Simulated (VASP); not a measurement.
# La3Zr (Pm-3m) in VASP: a series of runs, part 2 of 2

VASP 6.6.1. The steps go on from the part before.

### 3 Single point, PBE

File INCAR:

```
SYSTEM = La3Zr
ALGO = Normal
EDIFF = 1E-6
ENCUT = 520
GGA = PE
ISIF = 2
ISMEAR = 1
LASPH = .TRUE.
LCHARG = .TRUE.
LELF = .TRUE.
LREAL = .FALSE.
LVHAR = .TRUE.
LWAVE = .FALSE.
NBANDS = 30
NELM = 60
PREC = Accurate
SIGMA = 0.15
```

File KPOINTS:

```
k-points
0
G
  5 5 5
  0 0 0
```

File POSCAR:

```
La3Zr
1.0
    5.0726740000      0.0000000000      0.0000000000
    0.0000000000      5.0726740000      0.0000000000
    0.0000000000      0.0000000000      5.0726740000
La Zr
3 1
Direct
    0.0000000000      0.5000000000      0.5000000000
    0.5000000000      0.0000000000      0.5000000000
    0.5000000000      0.5000000000      0.0000000000
    0.0000000000      0.0000000000      0.0000000000
```

Potentials or basis: VASP PAW PBE potentials, release 64 (La, Zr_sv).

Command:

```sh
> cat potpaw_PBE.64/La/POTCAR potpaw_PBE.64/Zr_sv/POTCAR > POTCAR
> mpirun -np 1 vasp_std > vasp.out
```

OUTCAR:

```text
SYSTEM = La3Zr
   EDIFF = 1E-6
   ENCUT = 520
   GGA = PE
   ISIF = 2
   ISMEAR = 1
   LASPH = .TRUE.
   LREAL = .FALSE.
   NELM = 60
   PREC = Accurate

 ion  position               nearest neighbor table
   1  0.000  0.500  0.500-   2 3.59   3 3.59   4 3.59   3 3.59   4 3.59   2 3.59   4 3.59   4 3.59
                             2 3.59   3 3.59   3 3.59   2 3.59
   2  0.500  0.000  0.500-   1 3.59   3 3.59   4 3.59   3 3.59   4 3.59   1 3.59   3 3.59   3 3.59
                             1 3.59   4 3.59   4 3.59   1 3.59
   3  0.500  0.500  0.000-   1 3.59   2 3.59   4 3.59   1 3.59   2 3.59   2 3.59   4 3.59   2 3.59
                             1 3.59   4 3.59   1 3.59   4 3.59
   4  0.000  0.000  0.000-   1 3.59   2 3.59   3 3.59   1 3.59   2 3.59   1 3.59   3 3.59   1 3.59
                             2 3.59   3 3.59   2 3.59   3 3.59

  LATTYP: Found a simple cubic cell.
 ALAT       =     5.0726740000

  Lattice vectors:

 A1 = (   5.0726740000,   0.0000000000,   0.0000000000)
 A2 = (   0.0000000000,   5.0726740000,   0.0000000000)
 A3 = (   0.0000000000,   0.0000000000,   5.0726740000)

Analysis of symmetry for initial positions (statically):
=====================================================================
 Subroutine PRICEL returns:
 Original cell was already a primitive cell.

 Routine SETGRP: Setting up the symmetry group for a
 simple cubic supercell.

 Subroutine GETGRP returns: Found 48 space group operations
 (whereof 48 operations were pure point group operations)
 out of a pool of 48 trial point group operations.

The static configuration has the point symmetry O_h .

Analysis of symmetry for dynamics (positions and initial velocities):
=====================================================================
 Subroutine PRICEL returns:
 Original cell was already a primitive cell.

 Routine SETGRP: Setting up the symmetry group for a
 simple cubic supercell.
[... 111 lines left out ...]
   IALGO  =     38    algorithm
   IMIX   =      4    mixing-type and parameters
     AMIX     =   0.40;   BMIX     =  1.00
     AMIX_MAG =   1.60;   BMIX_MAG =  1.00
  volume/ion in A,a.u.               =      32.63       220.22
  Fermi-wavevector in a.u.,A,eV,Ry     =   1.147912  2.169240 17.928433  1.317703
  Thomas-Fermi vector in A             =   2.284590
   LORBIT       =      0    0 simple, 1 ext, 2 COOP (PROOUT), +10 PAW based schemes
   GGA     = PE    functional components
   LHFCALC =     F    Hartree Fock is set to
   AEXX    =    0.0000 exact exchange contribution
   IVDW    =     0    specifies the selected vdW correction
   LEPSILON=     F    determine dielectric tensor
   LRPA    =     F    only Hartree local field effects (RPA)
 non-spin polarized calculation
 Methfessel and Paxton  Order N= 1 SIGMA  =   0.15
  energy-cutoff  :      520.00
  volume of cell :      130.53
 maximum number of plane-waves:      3541
 NGX is ok and might be reduce to    40
   NGX = 19   NGY = 19   NGZ = 19

 number of electron      44.9999996 magnetization

 Free energy of the ion-electron system (eV)
  ---------------------------------------------------
  ext. energy  EPLUGINS =         0.00000000
  ---------------------------------------------------
  free energy    TOTEN  =       -22.56702357 eV

  energy without entropy =      -22.57295073  energy(sigma->0) =      -22.56899929

 E-fermi :   8.2664     XC(G=0):  -9.9805

 val. band max:        8.2534936495   @ k =   0.4000   0.4000   0.0000
 cond. band min:       8.3129301874   @ k =   0.4000   0.2000   0.0000
 fundamental gap:      0.0594365379
 Fermi energy:         8.2663699414

 k-point     1 :       0.0000    0.0000    0.0000
  band No.  band energies     occupation
      1     -40.8642      2.00000
      2     -24.3255      2.00000
      3     -24.0047      2.00000
      4     -24.0047      2.00000
      5     -18.8723      2.00000
      6     -18.8723      2.00000
[... 319 lines left out ...]
     29       9.8999     -0.00000
     30       9.9630     -0.00000

------------------------ aborting loop because EDIFF is reached ----------------------------------------

  FORCE on cell =-STRESS in cart. coord.  units (eV):
  Direction    XX          YY          ZZ          XY          YZ          ZX
  --------------------------------------------------------------------------------------
  -------------------------------------------------------------------------------------
  Total       -0.1461009     -0.1461009     -0.1461009     -0.0000000      0.0000000     -0.0000000
  in kB       -1.7932981     -1.7932981     -1.7932981     -0.0000000      0.0000000     -0.0000000
  external PRESSURE =      -1.7932981 kB  Pullay stress =       0.0000000 kB

 VOLUME and BASIS-vectors are now :
 -----------------------------------------------------------------------------
  energy-cutoff  :      520.00
  volume of cell :      130.53
      direct lattice vectors                 reciprocal lattice vectors
     5.072674000  0.000000000  0.000000000     0.197134687  0.000000000  0.000000000
     0.000000000  5.072674000  0.000000000     0.000000000  0.197134687  0.000000000
     0.000000000  0.000000000  5.072674000     0.000000000  0.000000000  0.197134687

 POSITION                                       TOTAL-FORCE (eV/Angst)
 -----------------------------------------------------------------------------------
      0.00000      2.53634      2.53634         0.000000      0.000000      0.000000
      2.53634      0.00000      2.53634         0.000000      0.000000      0.000000
      2.53634      2.53634      0.00000         0.000000      0.000000      0.000000
      0.00000      0.00000      0.00000         0.000000      0.000000      0.000000
 -----------------------------------------------------------------------------------
    total drift:                                0.000000     -0.000000     -0.000000

  FREE ENERGIE OF THE ION-ELECTRON SYSTEM (eV)
  ---------------------------------------------------
  free  energy   TOTEN  =       -22.5670235710 eV

  energy  without entropy=      -22.5729507322  energy(sigma->0) =      -22.56899929
```

stdout:

```text
POSCAR found type information on POSCAR LaZr
 POSCAR found :  2 types and       4 ions
 scaLAPACK will be used
 LDA part: xc-table for (Slater+PW92), standard interpolation
 POSCAR, INCAR and KPOINTS ok, starting setup
 FFT: planning ... GRIDC
 FFT: planning ... GRID_SOFT
 FFT: planning ... GRID
 WAVECAR not read
 entering main loop
```

It took 32 s on 1 thread of Intel Xeon 6975P-C (Granite Rapids), shared host; peak memory 0.26 GiB.

What came out:

| Property | Result |
| --- | --- |
| Free energy | -22.5670 eV |
| Pressure | -0.2 GPa |

Caveat: spin-orbit coupling is left out, which moves the levels of the heavy elements.
